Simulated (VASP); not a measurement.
# Ge in VASP: a series of runs, part 2 of 2

VASP 6.6.1.

## 6. Single point, PBE

This run uses another cell than the first one, of 23.88 Å³/atom, 1.029 times its volume.

File INCAR:

```
ALGO     = Normal         # electronic algorithm
EDIFF    = 1E-6           # SCF threshold, eV
ENCUT    = 520            # plane-wave cutoff, eV
GGA      = PE             # functional
ISIF     = 2              # what is computed and relaxed
ISMEAR   = 0              # smearing method
LASPH    = True           # aspherical terms in the spheres
LCHARG   = False          # write CHGCAR
LREAL    = False          # projectors in reciprocal space
LWAVE    = False          # write WAVECAR
NBANDS   = 36             # bands
NELM     = 80             # most SCF steps
PREC     = Accurate       # precision mode
SIGMA    = 0.1            # smearing width, eV
```

File KPOINTS:

```
k-points
0
Gamma
  14 14 10
```

File POSCAR:

```
Ge
1.0
    2.8798158579      2.8798158579      0.0000000000
   -2.8798158579      2.8798158579      0.0000000000
    0.0000000000      0.0000000000      5.7596317159
Ge
4
Direct
    0.5000000000      0.5000000000      0.5000000000
    0.5000000000      0.0000000000      0.2500000000
    0.0000000000      0.0000000000      0.0000000000
    0.0000000000      0.5000000000      0.7500000000
```

Potentials or basis: VASP PAW PBE potentials, release 64 (Ge_d).

Started as:

```console
cat potpaw_PBE.64/Ge_d/POTCAR > POTCAR
mpirun -np 1 vasp_std > vasp.out
```

OUTCAR:

```text
EDIFF = 1E-6
   ENCUT = 520
   GGA = PE
   ISIF = 2
   ISMEAR = 0
   LASPH = True
   LREAL = False
   NELM = 80
   PREC = Accurate

 ion  position               nearest neighbor table
   1  0.500  0.500  0.500-   2 2.49   4 2.49   2 2.49   4 2.49
   2  0.500  0.000  0.250-   1 2.49   3 2.49   1 2.49   3 2.49
   3  0.000  0.000  0.000-   2 2.49   4 2.49   4 2.49   2 2.49
   4  0.000  0.500  0.750-   1 2.49   3 2.49   3 2.49   1 2.49

  LATTYP: Found a simple tetragonal cell.
 ALAT       =     4.0726746434
 C/A-ratio  =     1.4142135624

  Lattice vectors:

 A1 = (   2.8798158579,   2.8798158579,   0.0000000000)
 A2 = (  -2.8798158579,   2.8798158579,   0.0000000000)
 A3 = (   0.0000000000,   0.0000000000,   5.7596317159)

Analysis of symmetry for initial positions (statically):
=====================================================================
 Subroutine PRICEL returns following result:

  LATTYP: Found a face centered cubic cell.
 ALAT       =     5.7596317159

  Lattice vectors:

 A1 = (   0.0000000000,  -2.8798158579,  -2.8798158579)
 A2 = (   2.8798158579,   0.0000000000,  -2.8798158580)
 A3 = (   2.8798158579,  -2.8798158579,   0.0000000000)

   2 primitive cells build up your supercell.

 Routine SETGRP: Setting up the symmetry group for a
 simple tetragonal supercell.

 Subroutine GETGRP returns: Found 16 space group operations
 (whereof  8 operations were pure point group operations)
 out of a pool of 16 trial point group operations.

The static configuration has the point symmetry D_2d.
 The point group associated with its full space group is D_4h.

Analysis of symmetry for dynamics (positions and initial velocities):
=====================================================================
 Subroutine PRICEL returns following result:

  LATTYP: Found a face centered cubic cell.
 ALAT       =     5.7596317159

  Lattice vectors:

 A1 = (   0.0000000000,  -2.8798158579,  -2.8798158579)
 A2 = (   2.8798158579,   0.0000000000,  -2.8798158580)
 A3 = (   2.8798158579,  -2.8798158579,   0.0000000000)

   2 primitive cells build up your supercell.

 Routine SETGRP: Setting up the symmetry group for a
 simple tetragonal supercell.

 Subroutine GETGRP returns: Found 16 space group operations
 (whereof  8 operations were pure point group operations)
 out of a pool of 16 trial point group operations.

The dynamic configuration has the point symmetry D_2d.
 The point group associated with its full space group is D_4h.

 Subroutine INISYM returns: Found 16 space group operations
 (whereof  8 operations are pure point group operations),
 and found     2 'primitive' translations

----------------------------------------------------------------------------------------

                                     Primitive cell

  volume of cell :      47.7666

  direct lattice vectors                    reciprocal lattice vectors
     0.000000000 -2.879815858 -2.879815858    -0.173622212 -0.173622212 -0.173622212
     2.879815858  0.000000000 -2.879815858     0.173622212  0.173622212 -0.173622212
     2.879815858 -2.879815858  0.000000000     0.173622212 -0.173622212  0.173622212

  length of vectors
     4.072674643  4.072674643  4.072674643     0.300722493  0.300722493  0.300722493
[... 24 lines left out ...]

  Length of vectors
     0.017538492  0.017538492  0.017362221

  Shift w.r.t. Gamma in fractional coordinates (k-lattice)
     0.000000000  0.000000000  0.000000000

 Subroutine IBZKPT returns following result:
 ===========================================

 Found    216 irreducible k-points:

 Following reciprocal coordinates:
            Coordinates               Weight
  0.000000  0.000000  0.000000      1.000000
  0.071429  0.000000  0.000000      4.000000
  0.142857  0.000000  0.000000      4.000000
  0.214286  0.000000  0.000000      4.000000
  0.285714  0.000000  0.000000      4.000000
  0.357143  0.000000  0.000000      4.000000
[... 16 lines left out ...]
  0.285714  0.214286  0.000000      8.000000
  0.357143  0.214286  0.000000      8.000000
 [... further k-points ...]
   k-points           NKPTS =    216   k-points in BZ     NKDIM =    216   number of bands    NBANDS=     36
   number of dos      NEDOS =    301   number of ions     NIONS =      4
   total plane-waves  NPLWV =  43200
   dimension x,y,z NGX =    30 NGY =   30 NGZ =   48
   dimension x,y,z NGXF=    60 NGYF=   60 NGZF=   96
   ions per type =               4
   NGX,Y,Z   is equivalent  to a cutoff of  12.25, 12.25, 13.85 a.u.
   NGXF,Y,Z  is equivalent  to a cutoff of  24.49, 24.49, 27.71 a.u.
 SYSTEM =  unknown system
   PREC   = accura    normal or accurate (medium, high low for compatibility)
   ISTART =      0    job   : 0-new  1-cont  2-samecut
   ICHARG =      2    charge: 1-file 2-atom 10-const
   ISPIN  =      1    spin polarized calculation?
   LNONCOLLINEAR =      F non collinear calculations
   LSORBIT =      F    spin-orbit coupling
   LASPH  =      T    aspherical Exc in radial PAW
   ENCUT  =  520.0 eV  38.22 Ry    6.18 a.u.   7.57  7.57 10.71*2*pi/ulx,y,z
   NELM   =     80;   NELMIN=  2; NELMDL= -5     # of ELM steps
   EDIFF  = 0.1E-05   stopping-criterion for ELM
   LREAL  =      F    real-space projection
   EDIFFG = 0.1E-04   stopping-criterion for IOM
   NSW    =      0    number of steps for IOM
   IBRION =     -1    ionic relax: 0-MD 1-quasi-New 2-CG
   NFREE  =      0    steps in history (QN), initial steepest desc. (CG)
   ISIF   =      2    stress and relaxation
   ISYM   =      2    0-nonsym 1-usesym 2-fastsym
   POTIM  = 0.5000    time-step for ionic-motion
   TEBEG  =    0.0;   TEEND  =   0.0 temperature during run
   PSTRESS=    0.0 pullay stress
   NELECT =      56.0000    total number of electrons
   NUPDOWN=      -1.0000    fix difference up-down
   EMIN   =  10.00;   EMAX   =-10.00  energy-range for DOS
   EFERMI =   0.00;   METHOD = LEGACY
   ISMEAR =     0;   SIGMA  =   0.10  broadening in eV -4-tet -1-fermi 0-gaus
   EFERMI_NEDOS =   21; number of points for ismear=-14 and -15
   IALGO  =     38    algorithm
   IMIX   =      4    mixing-type and parameters
     AMIX     =   0.40;   BMIX     =  1.00
     AMIX_MAG =   1.60;   BMIX_MAG =  1.00
  volume/ion in A,a.u.               =      23.88       161.17
  Fermi-wavevector in a.u.,A,eV,Ry     =   1.370102  2.589117 25.540565  1.877179
  Thomas-Fermi vector in A             =   2.495918
   LORBIT       =      0    0 simple, 1 ext, 2 COOP (PROOUT), +10 PAW based schemes
   GGA     = PE    functional components
   LHFCALC =     F    Hartree Fock is set to
   AEXX    =    0.0000 exact exchange contribution
   IVDW    =     0    specifies the selected vdW correction
   LEPSILON=     F    determine dielectric tensor
   LRPA    =     F    only Hartree local field effects (RPA)
 non-spin polarized calculation
 Gauss-broadening in eV      SIGMA  =   0.10
  energy-cutoff  :      520.00
  volume of cell :       95.53
 maximum number of plane-waves:      2608
   NGX = 15   NGY = 15   NGZ = 21

 number of electron      55.9999947 magnetization

 Free energy of the ion-electron system (eV)
  ---------------------------------------------------
  ext. energy  EPLUGINS =         0.00000000
  ---------------------------------------------------
  free energy    TOTEN  =       -18.07444556 eV

  energy without entropy =      -18.07397827  energy(sigma->0) =      -18.07421191

 E-fermi :   4.4929     XC(G=0):  -9.6738

 val. band max:        4.4843604041   @ k =   0.0000   0.0000   0.0000
 cond. band min:       4.5114126561   @ k =   0.5000   0.0000   0.5000
 fundamental gap:      0.0270522520
 Fermi energy:         4.4928705264

 k-point     1 :       0.0000    0.0000    0.0000
  band No.  band energies     occupation
      1     -20.2926      2.00000
      2     -20.2926      2.00000
      3     -20.2626      2.00000
      4     -20.2626      2.00000
      5     -20.2626      2.00000
      6     -20.2304      2.00000
[... 925 lines left out ...]
     35      10.6475      0.00000
     36      10.9191      0.00000

 [... further k-points ...]
[... 5 lines left out ...]
  --------------------------------------------------------------------------------------
  -------------------------------------------------------------------------------------
  Total        0.0044538      0.0044538     -0.0021217      0.0000000      0.0000000      0.0000000
  in kB        0.0746943      0.0746943     -0.0355833      0.0000000      0.0000000      0.0000000
  external PRESSURE =       0.0379351 kB  Pullay stress =       0.0000000 kB

 VOLUME and BASIS-vectors are now :
 -----------------------------------------------------------------------------
  energy-cutoff  :      520.00
  volume of cell :       95.53
      direct lattice vectors                 reciprocal lattice vectors
     2.879815858  2.879815858  0.000000000     0.173622212  0.173622212  0.000000000
    -2.879815858  2.879815858  0.000000000    -0.173622212  0.173622212  0.000000000
     0.000000000  0.000000000  5.759631716     0.000000000  0.000000000  0.173622212

 POSITION                                       TOTAL-FORCE (eV/Angst)
 -----------------------------------------------------------------------------------
      0.00000      2.87982      2.87982         0.000000      0.000000     -0.000000
      1.43991      1.43991      1.43991        -0.000000     -0.000000      0.000000
      0.00000      0.00000      0.00000         0.000000      0.000000     -0.000000
     -1.43991      1.43991      4.31972         0.000000     -0.000000     -0.000000
 -----------------------------------------------------------------------------------
    total drift:                               -0.000000      0.000000      0.000000

  FREE ENERGIE OF THE ION-ELECTRON SYSTEM (eV)
  ---------------------------------------------------
  free  energy   TOTEN  =       -18.0744455628 eV

  energy  without entropy=      -18.0739782664  energy(sigma->0) =      -18.07421191
```

Wall time 13 min (1 thread of Oxide Virtual Turin-like, shared host); peak memory 0.54 GiB.

What came out:

```
Free energy            : -18.0744 eV
Pressure               : 0.0 GPa
Band gap on the k mesh : zero (filled and empty bands touch)
```

## 7. Summary

| cell | gap on the mesh (eV) | pressure (GPa) |
| --- | --- | --- |
| a = 3.991, b = 3.991, c = 5.829 Å, 4 atoms | none | 1.8 |
| a = 3.991, b = 3.991, c = 5.843 Å, 4 atoms | none | 1.6 |
| a = 4.052, b = 4.052, c = 5.875 Å, 4 atoms | none | -0.6 |
| a = 4.054, b = 4.054, c = 5.875 Å, 4 atoms | none | -0.6 |
| a = 4.073, b = 4.073, c = 5.760 Å, 4 atoms | none | 0.0 |

Alike in all rows: task single point; level PBE; potentials or basis VASP PAW PBE potentials, release 64 (Ge_d); no spin polarisation; k mesh 14 × 14 × 10; cutoff (eV) 520; smearing gaussian 0.1 eV.

Total energies depend on the potentials used, so only differences within one code and one set of settings carry meaning.
